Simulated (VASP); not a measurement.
Input of a VASP 6.6.1 run:

Contents of POSCAR:

```
Ti
1.0
    0.0000000000     -2.0551516167     -2.0551516167
   -2.0551516167      0.0000000000     -2.0551516167
    2.0551516167      2.0551516167     -4.1103032334
Ti
2
Direct
    0.5105348116      0.5105348116      0.4683955652
   -0.0105348116     -0.0105348116      0.0316044348
```

INCAR.step1

```
PREC = Accurate
ENCUT = 520
ISMEAR = 0
SIGMA = 0.15
LREAL = F
LASPH = T
NELM = 60
NBANDS = 19
GGA = PE
ALGO = Normal
EDIFF = 1E-4
LWAVE = T
LCHARG = F
```

File INCAR.step2:

```
PREC = Accurate
ENCUT = 520
EDIFF = 1E-7
ISMEAR = 0
SIGMA = 0.15
LREAL = F
LASPH = T
NELM = 60
ALGO = Normal
ISIF = 2
LWAVE = F
LCHARG = T
METAGGA = R2SCAN
LMIXTAU = T
LELF = T
LVHAR = T
NBANDS = 19
ISTART = 1
```

Contents of KPOINTS:

```
Automatic mesh
0
Gamma
  24 24 24
```

Potentials or basis: VASP PAW PBE potentials, release 64 (Ti_sv).

Launch:

```console
$ cat potpaw_PBE.64/Ti_sv/POTCAR > POTCAR
$ cp INCAR.step1 INCAR
$ mpirun -np 1 vasp_std > vasp.out
$ cp INCAR.step2 INCAR
$ mpirun -np 1 vasp_std > vasp.out
```

Task: What does it give for the band gap on the k mesh?

Result: Zero (bands 12 and 13 overlap by 1.51 eV).

Task: Predict the pressure.

Result: 4.2 GPa.

Forces in eV/Å, atoms in the order of the input:
```
Ti   0.886  0.886 -0.886
Ti  -0.886 -0.886  0.886
```

Caveat: the cell differs from its parent crystal (atoms displaced along a vibrational mode); the cell stands under pressure; the PAW data sets were made with another functional, which shifts forces and pressure a little.
